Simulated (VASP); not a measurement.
# CsH (I4mm) in VASP: notebook

CsH is run at these levels: r2SCAN; tasks: single point.

All numbers are computed with VASP 6.6.1; they aren't measurements. Logs are shortened: lines on timing, memory, paths and dates and some standing lists are left out, and cuts for length are marked.

## (1) The cell of the first run

Symmetry: I4mm, No. 107, tetragonal system. The conventional cell has a = 4.509 Å, b = 4.509 Å, c = 6.376 Å, α = 90.00°, β = 90.00°, γ = 90.00°. Cs (site symmetry 4mm) has 5 H at 2.69 to 3.23 Å within 3.5 Å. Within 3.5 Å of H (site symmetry 4mm) lie 5 Cs at 2.69 to 3.23 Å.

## (2) Single point, r2SCAN (all Cs atoms moved -0.500 Å, as atom 1 along Cartesian [0 0 1])

Input file POSCAR:

```
CsH
1.0
    0.0000000000      3.1880000000      3.1880000000
    3.1880000000      0.0000000000      3.1880000000
    3.1880000000      3.1880000000      0.0000000000
Cs H
1 1
Direct
   -0.0784190715     -0.0784190715      0.0784190715
    0.5000000000      0.5000000000      0.5000000000
```

Input file INCAR.step1:

```
  ALGO = Normal
  EDIFF = 1E-4
  ENCUT = 520
  GGA = PE
  ISMEAR = 0
  LASPH = True
  LCHARG = False
  LREAL = False
  LWAVE = True
  NBANDS = 12
  NELM = 100
  PREC = Accurate
  SIGMA = 0.05
```

Input file INCAR.step2:

```
  ALGO = Normal
  EDIFF = 1E-6
  ENCUT = 520
  ISIF = 2
  ISMEAR = 0
  ISTART = 1
  LASPH = True
  LCHARG = False
  LMIXTAU = True
  LREAL = False
  LWAVE = False
  METAGGA = R2SCAN
  NBANDS = 12
  NELM = 100
  PREC = Accurate
  SIGMA = 0.05
```

Input file KPOINTS:

```
k-points
0
Gamma
  6 6 6
```

Potentials or basis: VASP PAW PBE potentials, release 64 (Cs_sv, H).

Started as:

```sh
$ cat potpaw_PBE.64/Cs_sv/POTCAR potpaw_PBE.64/H/POTCAR > POTCAR
$ cp INCAR.step1 INCAR
$ mpirun -np 1 vasp_std > vasp.out
$ cp INCAR.step2 INCAR
$ mpirun -np 1 vasp_std > vasp.out
```

OUTCAR:

```text
EDIFF = 1E-6
   ENCUT = 520
   ISIF = 2
   ISMEAR = 0
   ISTART = 1
   LASPH = True
   LREAL = False
   METAGGA = R2SCAN
   NELM = 100
   PREC = Accurate

 ion  position               nearest neighbor table
   1  0.922  0.922  0.078-
   2  0.500  0.500  0.500-

  LATTYP: Found a face centered cubic cell.
 ALAT       =     6.3760000000

  Lattice vectors:

 A1 = (   0.0000000000,   3.1880000000,   3.1880000000)
 A2 = (   3.1880000000,   0.0000000000,   3.1880000000)
 A3 = (   3.1880000000,   3.1880000000,   0.0000000000)

Analysis of symmetry for initial positions (statically):
=====================================================================
 Subroutine PRICEL returns:
 Original cell was already a primitive cell.

 Routine SETGRP: Setting up the symmetry group for a
 face centered cubic supercell.

 Subroutine GETGRP returns: Found  8 space group operations
 (whereof  8 operations were pure point group operations)
 out of a pool of 48 trial point group operations.

The static configuration has the point symmetry C_4v.

Analysis of symmetry for dynamics (positions and initial velocities):
=====================================================================
 Subroutine PRICEL returns:
 Original cell was already a primitive cell.

 Routine SETGRP: Setting up the symmetry group for a
 face centered cubic supercell.

 Subroutine GETGRP returns: Found  8 space group operations
 (whereof  8 operations were pure point group operations)
 out of a pool of 48 trial point group operations.

The dynamic configuration has the point symmetry C_4v.

 Subroutine INISYM returns: Found  8 space group operations
 (whereof  8 operations are pure point group operations),
 and found     1 'primitive' translations

----------------------------------------------------------------------------------------

                                     Primitive cell

  volume of cell :      64.8015

  direct lattice vectors                    reciprocal lattice vectors
     0.000000000  3.188000000  3.188000000    -0.156838143  0.156838143  0.156838143
     3.188000000  0.000000000  3.188000000     0.156838143 -0.156838143  0.156838143
     3.188000000  3.188000000  0.000000000     0.156838143  0.156838143 -0.156838143

  length of vectors
     4.508512837  4.508512837  4.508512837     0.271651632  0.271651632  0.271651632

  position of ions in fractional coordinates (direct lattice)
     0.921580928  0.921580928  0.078419072
     0.500000000  0.500000000  0.500000000

  ion indices of the primitive-cell ions
   primitive index   ion index
                 1           1
                 2           2

----------------------------------------------------------------------------------------

 KPOINTS: k-points

Automatic generation of k-mesh.
 Grid dimensions read from file:
 generate k-points for:    6    6    6

 Generating k-lattice:

  Cartesian coordinates                     Fractional coordinates (reciprocal lattice)
    -0.026139691  0.026139691  0.026139691     0.166666667  0.000000000  0.000000000
     0.026139691 -0.026139691  0.026139691     0.000000000  0.166666667  0.000000000
     0.026139691  0.026139691 -0.026139691     0.000000000  0.000000000  0.166666667

  Length of vectors
     0.045275272  0.045275272  0.045275272

  Shift w.r.t. Gamma in fractional coordinates (k-lattice)
     0.000000000  0.000000000  0.000000000

 Subroutine IBZKPT returns following result:
 ===========================================

 Found     30 irreducible k-points:

 Following reciprocal coordinates:
            Coordinates               Weight
  0.000000  0.000000  0.000000      1.000000
  0.166667  0.000000  0.000000      8.000000
  0.333333  0.000000  0.000000      8.000000
  0.500000  0.000000  0.000000      4.000000
  0.166667  0.166667  0.000000      2.000000
  0.000000  0.166667  0.166667      4.000000
[... 16 lines left out ...]
  0.500000  0.333333  0.166667      8.000000
  0.166667  0.500000  0.333333      8.000000
 [... further k-points ...]
   k-points           NKPTS =     30   k-points in BZ     NKDIM =     30   number of bands    NBANDS=     12
   number of dos      NEDOS =    301   number of ions     NIONS =      2
   total plane-waves  NPLWV =  46656
   dimension x,y,z NGX =    36 NGY =   36 NGZ =   36
   dimension x,y,z NGXF=    72 NGYF=   72 NGZF=   72
   ions per type =               1   1
   NGX,Y,Z   is equivalent  to a cutoff of  13.27, 13.27, 13.27 a.u.
   NGXF,Y,Z  is equivalent  to a cutoff of  26.55, 26.55, 26.55 a.u.
 SYSTEM =  unknown system
   PREC   = accura    normal or accurate (medium, high low for compatibility)
   ISTART =      1    job   : 0-new  1-cont  2-samecut
   ICHARG =      0    charge: 1-file 2-atom 10-const
   ISPIN  =      1    spin polarized calculation?
   LNONCOLLINEAR =      F non collinear calculations
   LSORBIT =      F    spin-orbit coupling
   LASPH  =      T    aspherical Exc in radial PAW
   ENCUT  =  520.0 eV  38.22 Ry    6.18 a.u.   8.38  8.38  8.38*2*pi/ulx,y,z
   NELM   =    100;   NELMIN=  2; NELMDL=  0     # of ELM steps
   EDIFF  = 0.1E-05   stopping-criterion for ELM
   LREAL  =      F    real-space projection
   EDIFFG = 0.1E-04   stopping-criterion for IOM
   NSW    =      0    number of steps for IOM
   IBRION =     -1    ionic relax: 0-MD 1-quasi-New 2-CG
   NFREE  =      0    steps in history (QN), initial steepest desc. (CG)
   ISIF   =      2    stress and relaxation
   ISYM   =      2    0-nonsym 1-usesym 2-fastsym
   POTIM  = 0.5000    time-step for ionic-motion
   TEBEG  =    0.0;   TEEND  =   0.0 temperature during run
   PSTRESS=    0.0 pullay stress
   NELECT =      10.0000    total number of electrons
   NUPDOWN=      -1.0000    fix difference up-down
   EMIN   =  10.00;   EMAX   =-10.00  energy-range for DOS
   EFERMI =   0.00;   METHOD = LEGACY
   ISMEAR =     0;   SIGMA  =   0.05  broadening in eV -4-tet -1-fermi 0-gaus
   EFERMI_NEDOS =   21; number of points for ismear=-14 and -15
   IALGO  =     38    algorithm
   IMIX   =      4    mixing-type and parameters
     AMIX     =   0.40;   BMIX     =  1.00
     AMIX_MAG =   1.60;   BMIX_MAG =  1.00
  volume/ion in A,a.u.               =      32.40       218.65
  Fermi-wavevector in a.u.,A,eV,Ry     =   0.878105  1.659378 10.491026  0.771069
  Thomas-Fermi vector in A             =   1.998146
   LORBIT       =      0    0 simple, 1 ext, 2 COOP (PROOUT), +10 PAW based schemes
   METAGGA = R2SCAN    functional components
   LHFCALC =     F    Hartree Fock is set to
   AEXX    =    0.0000 exact exchange contribution
   IVDW    =     0    specifies the selected vdW correction
   LEPSILON=     F    determine dielectric tensor
   LRPA    =     F    only Hartree local field effects (RPA)
 non-spin polarized calculation
 Gauss-broadening in eV      SIGMA  =   0.05
  energy-cutoff  :      520.00
  volume of cell :       64.80
 maximum number of plane-waves:      1807
 NGX is ok and might be reduce to    36
   NGX = 17   NGY = 17   NGZ = 17

 number of electron      10.0000001 magnetization

 Free energy of the ion-electron system (eV)
  ---------------------------------------------------
  ext. energy  EPLUGINS =         0.00000000
  ---------------------------------------------------
  free energy    TOTEN  =       -28.89024331 eV

  energy without entropy =      -28.89024331  energy(sigma->0) =      -28.89024331

 E-fermi :   0.0708     XC(G=0):  -7.5328

 val. band max:       -0.1705784896   @ k =   0.5000   0.0000   0.0000
 cond. band min:       2.6662502381   @ k =   0.5000   0.0000   0.0000
 fundamental gap:      2.8368287278
 Fermi energy:         0.0707780999

 k-point     1 :       0.0000    0.0000    0.0000
  band No.  band energies     occupation
      1     -22.1433      2.00000
      2      -8.2432      2.00000
      3      -8.2432      2.00000
      4      -8.2342      2.00000
      5      -1.7170      2.00000
      6       5.5396      0.00000
      7       5.5396      0.00000
      8       5.5894      0.00000
      9       5.8386      0.00000
     10       7.4926      0.00000
     11       7.5348      0.00000
     12       9.1202      0.00000

 k-point     2 :       0.1667    0.0000    0.0000
  band No.  band energies     occupation
      1     -22.1230      2.00000
      2      -8.4789      2.00000
      3      -8.2672      2.00000
      4      -8.2584      2.00000
      5      -1.3292      2.00000
      6       4.5500      0.00000
      7       5.5341      0.00000
      8       5.7022      0.00000
      9       6.0932      0.00000
     10       7.0729      0.00000
     11       7.3357      0.00000
     12      10.2686      0.00000

 k-point     3 :       0.3333    0.0000    0.0000
  band No.  band energies     occupation
      1     -22.0818      2.00000
      2      -8.9002      2.00000
      3      -8.3142      2.00000
      4      -8.3028      2.00000
      5      -0.5715      2.00000
      6       3.2406      0.00000
      7       5.3224      0.00000
      8       5.4062      0.00000
      9       6.8742      0.00000
     10       7.7618      0.00000
     11       7.7635      0.00000
     12      11.9906      0.00000

 k-point     4 :       0.5000    0.0000    0.0000
  band No.  band energies     occupation
      1     -22.0609      2.00000
      2      -9.0908      2.00000
      3      -8.3373      2.00000
      4      -8.3246      2.00000
      5      -0.1706      2.00000
      6       2.6663      0.00000
      7       5.1623      0.00000
      8       5.1652      0.00000
      9       7.7412      0.00000
     10       8.7322      0.00000
     11       8.8211      0.00000
     12      10.2985      0.00000

 k-point     5 :       0.1667    0.1667    0.0000
  band No.  band energies     occupation
      1     -22.1161      2.00000
      2      -8.4705      2.00000
      3      -8.3133      2.00000
      4      -8.3133      2.00000
      5      -1.2316      2.00000
      6       4.7160      0.00000
      7       4.7419      0.00000
      8       5.9351      0.00000
      9       5.9351      0.00000
     10       7.5682      0.00000
     11       7.7759      0.00000
     12      10.7264      0.00000
[... 228 lines left out ...]
      1     -22.0341      2.00000
      2      -8.9763      2.00000
      3      -8.5153      2.00000
      4      -8.5153      2.00000
      5      -1.1568      2.00000
      6       3.3954      0.00000
      7       5.6569      0.00000
      8       8.8885      0.00000
      9       8.8885      0.00000
     10       8.9554      0.00000
     11       9.0107      0.00000
     12       9.2964      0.00000

 k-point    22 :       0.0000    0.5000    0.5000
  band No.  band energies     occupation
      1     -22.0352      2.00000
      2      -8.9553      2.00000
      3      -8.5195      2.00000
      4      -8.5125      2.00000
      5      -1.1832      2.00000
      6       3.3546      0.00000
      7       5.9759      0.00000
      8       7.2975      0.00000
      9       8.9504      0.00000
     10       8.9797      0.00000
     11       9.2649      0.00000
     12       9.3014      0.00000

 k-point    23 :       0.5000    0.3333    0.1667
  band No.  band energies     occupation
      1     -22.0545      2.00000
      2      -8.8714      2.00000
      3      -8.5552      2.00000
      4      -8.4061      2.00000
      5      -0.6586      2.00000
      6       4.0377      0.00000
      7       4.1151      0.00000
      8       6.1277      0.00000
      9       7.3362      0.00000
     10       8.4354      0.00000
     11       9.5014      0.00000
     12      10.6237      0.00000

 k-point    24 :       0.1667    0.5000    0.3333
  band No.  band energies     occupation
      1     -22.0551      2.00000
      2      -8.8616      2.00000
      3      -8.5538      2.00000
      4      -8.4072      2.00000
      5      -0.6767      2.00000
      6       4.0835      0.00000
      7       4.1232      0.00000
      8       5.9153      0.00000
      9       7.3726      0.00000
     10       8.5254      0.00000
     11       9.4580      0.00000
     12      10.6777      0.00000

 [... further k-points ...]

------------------------ aborting loop because EDIFF is reached ----------------------------------------

  FORCE on cell =-STRESS in cart. coord.  units (eV):
  Direction    XX          YY          ZZ          XY          YZ          ZX
  --------------------------------------------------------------------------------------
  -------------------------------------------------------------------------------------
  Total       -0.1059400     -0.1059400      1.0160316      0.0000000     -0.0000000      0.0000000
  in kB       -2.6193020     -2.6193020     25.1207646      0.0000000     -0.0000000      0.0000000
  external PRESSURE =       6.6273869 kB  Pullay stress =       0.0000000 kB

 VOLUME and BASIS-vectors are now :
 -----------------------------------------------------------------------------
  energy-cutoff  :      520.00
  volume of cell :       64.80
      direct lattice vectors                 reciprocal lattice vectors
     0.000000000  3.188000000  3.188000000    -0.156838143  0.156838143  0.156838143
     3.188000000  0.000000000  3.188000000     0.156838143 -0.156838143  0.156838143
     3.188000000  3.188000000  0.000000000     0.156838143  0.156838143 -0.156838143

 POSITION                                       TOTAL-FORCE (eV/Angst)
 -----------------------------------------------------------------------------------
      3.18800      3.18800      5.87600         0.000000      0.000000      0.486653
      3.18800      3.18800      3.18800         0.000000      0.000000     -0.486653
 -----------------------------------------------------------------------------------
    total drift:                                0.000000      0.000000      0.000347

  FREE ENERGIE OF THE ION-ELECTRON SYSTEM (eV)
  ---------------------------------------------------
  free  energy   TOTEN  =       -28.8902433086 eV

  energy  without entropy=      -28.8902433086  energy(sigma->0) =      -28.89024331
```

Wall time 5.4 min (1 thread of AMD EPYC 7R13, shared host); peak memory 0.19 GiB.

Results:

| Property | Result |
| --- | --- |
| Free energy | -28.8902 eV |
| Pressure | 0.7 GPa |
| Largest force | 0.487 eV/Å |
| Band gap on the k mesh | 2.84 eV, direct |

Forces on the atoms (eV/Å):
```
Cs   0.000  0.000  0.487
H    0.000  0.000 -0.487
```

Stress tensor (GPa, compression positive):
```
-0.26  0.00  0.00
 0.00 -0.26  0.00
 0.00  0.00  2.51
```

Levels at points of the mesh, in eV from the valence-band top:
```
           k point  band 3  band 4  band 5  band 6  band 7  band 8
(0.00, 0.00, 0.00)   -8.07   -8.06   -1.55    5.71    5.71    5.76
(0.50, 0.00, 0.00)   -8.17   -8.15    0.00    2.84    5.33    5.34
(0.50, 0.50, 0.00)   -8.34   -8.34   -0.99    3.57    5.83    9.06
(0.00, 0.50, 0.50)   -8.35   -8.34   -1.01    3.53    6.15    7.47
```

Caveat: the cell differs from its parent crystal (all Cs atoms moved -0.500 Å, as atom 1 along Cartesian [0 0 1]); the PAW data sets were made with another functional, which shifts forces and pressure a little; spin-orbit coupling is left out, which moves the levels of the heavy elements. A k mesh can miss the band edges.

## (3) Single point, r2SCAN (all Cs atoms moved -0.250 Å, as atom 1 along Cartesian [0 0 1])

Changes to POSCAR since step 2:

```diff
@@ -8,3 +8,3 @@
 Direct
-   -0.0784190715     -0.0784190715      0.0784190715
+   -0.0392095358     -0.0392095358      0.0392095358
     0.5000000000      0.5000000000      0.5000000000
```

Input file INCAR.step1:

```
ALGO = Normal ; EDIFF = 1E-4
ENCUT = 520 ; GGA = PE
ISMEAR = 0 ; LASPH = T
LCHARG = F ; LREAL = F
LWAVE = T ; NBANDS = 12
NELM = 80 ; PREC = Accurate
SIGMA = 0.05
```

Input file INCAR.step2:

```
ALGO = Normal ; EDIFF = 1E-6
ENCUT = 520 ; ISIF = 2
ISMEAR = 0 ; ISTART = 1
LASPH = T ; LCHARG = T
LELF = T ; LMIXTAU = T
LREAL = F ; LVHAR = T
LWAVE = F ; METAGGA = R2SCAN
NBANDS = 12 ; NELM = 80
PREC = Accurate ; SIGMA = 0.05
```

KPOINTS is that of step 2.

Potentials or basis: VASP PAW PBE potentials, release 64 (Cs_sv, H).

Started as:

```sh
$ cat potpaw_PBE.64/Cs_sv/POTCAR potpaw_PBE.64/H/POTCAR > POTCAR
$ cp INCAR.step1 INCAR
$ mpirun -np 1 vasp_std > vasp.out
$ cp INCAR.step2 INCAR
$ mpirun -np 1 vasp_std > vasp.out
```

Wall time 5.1 min (1 thread of AMD EPYC 7R13, shared host); peak memory 0.19 GiB.

It converged, with:

| Item | Value |
| --- | --- |
| Free energy | -28.9684 eV |
| Pressure | 0.2 GPa |
| Largest force | 0.174 eV/Å |
| Band gap on the k mesh | 2.71 eV, direct |

Forces on the atoms (eV/Å):
```
Cs   0.000  0.000  0.174
H    0.000  0.000 -0.174
```

Stress tensor (GPa, compression positive):
```
-0.04  0.00  0.00
 0.00 -0.04  0.00
 0.00  0.00  0.64
```

Levels at points of the mesh, in eV from the valence-band top:
```
           k point  band 1  band 2  band 3  band 4  band 5  band 6  band 7  band 8  band 9  band 10
(0.00, 0.00, 0.00)  -22.04   -8.13   -8.13   -8.13   -1.62    5.70    5.70    5.71    6.27     7.60
(0.50, 0.00, 0.00)  -21.96   -8.97   -8.23   -8.22    0.00    2.71    5.28    5.28    7.82     8.89
(0.50, 0.50, 0.00)  -21.94   -8.84   -8.40   -8.40   -1.10    3.52    6.00    8.81    9.01     9.01
(0.00, 0.50, 0.50)  -21.94   -8.84   -8.40   -8.40   -1.11    3.51    6.10    8.07    9.03     9.07
```

Caveat: the cell differs from its parent crystal (all Cs atoms moved -0.250 Å, as atom 1 along Cartesian [0 0 1]); the PAW data sets were made with another functional, which shifts forces and pressure a little; spin-orbit coupling is left out, which moves the levels of the heavy elements.

[end of part 1 of 3]
